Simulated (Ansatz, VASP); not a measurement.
# Te: VASP beside Ansatz

```xyz
3
Lattice="5.7584 0.0000 0.0000 -2.8792 4.9869 0.0000 0.0000 0.0000 3.4000" Properties=species:S:1:pos:R:3 pbc="T T T"
Te    5.7584    0.0000    0.0000
Te    0.0000    3.3246    1.7000
Te    2.8792    1.6623    1.7000
```

Alike in both runs: task single point; functional PBE; k mesh 8 × 8 × 11; occupations fermi-dirac, width 0.1 eV; no spin polarisation.

|  | VASP | Ansatz |
| --- | --- | --- |
| version | VASP 6.6.1 | Ansatz 0.2.0 |
| potentials or method | VASP PAW PBE potentials, release 64 (Te), cutoff 520 eV | plane waves (420 eV) with PAW, scalar-relativistic |
| valence electrons in the cell | 18 | 48 |

VASP gave:

| Property | Result |
| --- | --- |
| pressure (GPa) | -4.7 |
| traceless stress, the component that is largest in VASP (GPa) | -1.13 |

**Question.** What did Ansatz give for the same quantities?

**Answer.** Pressure (GPa): -4.6; traceless stress, the component that is largest in VASP (GPa): -1.13.

The functional is the same, so the differences come from potentials, cutoffs and numerics. VASP's potentials hold 18 valence electrons a cell and Ansatz's 48, so a difference there can come from the potentials and not from the codes.

Neither program's run includes spin-orbit coupling.
